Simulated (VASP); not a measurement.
Crystal: KSrBr3.

```
K Sr Br
1.0
     5.93805    0.00000    0.00000
     0.00000    5.93805    0.00000
     0.00000    0.00000    5.78960
K Sr Br
1 1 3
Direct
  0.00000 0.00000 0.00000
  0.50000 0.50000 0.50000
  0.50000 0.50000 0.00000
  0.50000 0.00000 0.50000
  0.00000 0.50000 0.50000
```

This cell differs from its parent crystal: uniaxial z strain -2.5%.

Base run:

| Quantity | Value |
| --- | --- |
| Program | VASP 6.6.1 |
| Functional | r2SCAN |
| Potentials or basis | VASP PAW PBE potentials, release 64 (K_sv, Sr_sv, Br) |
| Cutoff | 520 eV |
| k mesh | 4 × 4 × 4 |
| Occupations | gaussian, width 0.01 eV |
| Spin | no spin polarisation |

Its results: band gap on the k mesh 4.46 eV, indirect (least direct gap 4.70 eV); pressure 0.6 GPa.

**Question.** The run is repeated on the same cell with these changes: functional from r2SCAN to PBE; occupations from gaussian, width 0.01 eV to fermi-dirac, width 0.02 eV. What comes out?

**Answer.** Band gap on the k mesh 3.77 eV, indirect (least direct gap 4.01 eV); pressure 1.0 GPa.

Caveats: the PAW data sets were made with another functional, which shifts forces and pressure a little (some runs).

A k mesh can miss the band edges.
